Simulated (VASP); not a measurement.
Input of a VASP 6.6.1 run:

The input INCAR:

```
PREC = Accurate ; ENCUT = 600
EDIFF = 1E-7 ; ISMEAR = -1
SIGMA = 0.1 ; LREAL = F
LASPH = T ; NELM = 100
ALGO = Normal ; ISIF = 3
LWAVE = F ; LCHARG = F
GGA = PE ; IBRION = 2
NSW = 80 ; EDIFFG = -0.01
PSTRESS = 200.0
```

Contents of KPOINTS:

```
regular mesh
0
Gamma
  11 11 11
```

Contents of POSCAR:

```
Lu
1.0
    0.0000000000      3.3700000000      3.3700000000
    3.3700000000      0.0000000000      3.3700000000
    3.3700000000      3.3700000000      0.0000000000
Lu
2
Direct
    0.0000000000      0.0000000000      0.0000000000
    0.2500000000      0.2500000000      0.2500000000
```

Potentials or basis: VASP PAW PBE potentials, release 64 (Lu).

Run with:

```console
$ cat potpaw_PBE.64/Lu/POTCAR > POTCAR
$ mpirun -np 1 vasp_std > vasp.out
```

Task: Predict the band gap on the k mesh.

Result: Zero (bands 25 and 26 overlap by 1.24 eV).

Task: Predict the space group after relaxing (to 0.1 Å).

Result: Fd-3m (No. 227).

Task: What does it give for the relaxed volume?

Result: 25.27 Å³/atom.

Final structure:
```
CELL_PARAMETERS angstrom
0.00000 2.93460 2.93460
2.93460 0.00000 2.93460
2.93460 2.93460 0.00000
ATOMIC_POSITIONS crystal
Lu 0.00000 0.00000 0.00000
Lu 0.25000 0.25000 0.25000
```

Caveat: the cell is relaxed towards a set pressure, so the run minimises the enthalpy, not the energy; the volume moved by over 15 % at a fixed basis, so the end points are rough; spin-orbit coupling is left out, which moves the levels of the heavy elements.
